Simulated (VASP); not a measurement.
A run of VASP 6.6.1 is set up as follows.

The input INCAR:

```
ALGO = Normal
EDIFF = 1E-7
EFERMI = MIDGAP
ENCUT = 840
GGA_COMPAT = F
ISIF = 2
ISMEAR = 0
KPAR = 8
LASPH = T
LCHARG = F
LMIXTAU = T
LREAL = F
LWAVE = F
METAGGA = RSCAN
NBANDS = 24
NELM = 120
PREC = Accurate
SIGMA = 0.03
```

File KPOINTS:

```
Automatic mesh
0
Gamma
  21 21 14
  0 0 0
```

The input POSCAR:

```
BN
1.0
    2.5080409239      0.0000000000      0.0000000000
   -1.2467107647      2.1762310413      0.0000000000
   -0.6306650796     -1.0881155206      3.0527654000
N B
1 1
Direct
    0.6685060000      0.3323850000      0.9849990000
    0.9928769000      0.9967329000      0.0282738100
```

Potentials or basis: VASP PAW PBE potentials, release 64 (N, B).

Launch:

```sh
$ cat potpaw_PBE.64/N/POTCAR potpaw_PBE.64/B/POTCAR > POTCAR
$ mpirun -np 8 vasp_std > vasp.out
```

Task: Estimate the band gap on the k mesh.

Result: 4.12 eV (least direct gap 5.15 eV).

Task: Predict the largest force.

Result: 3.062 eV/Å.

Stress tensor (GPa, compression positive):
```
-9.08 -4.05  1.39
-4.05  0.82  2.90
 1.39  2.90  3.03
```

Caveat: the cell differs from its parent crystal (last atom moved by 0.08 Å along z, cell strained by +1.0% along z); the PAW data sets were made with another functional, which shifts forces and pressure a little; an odd mesh through Γ misses points on the zone boundary, where band edges can lie.
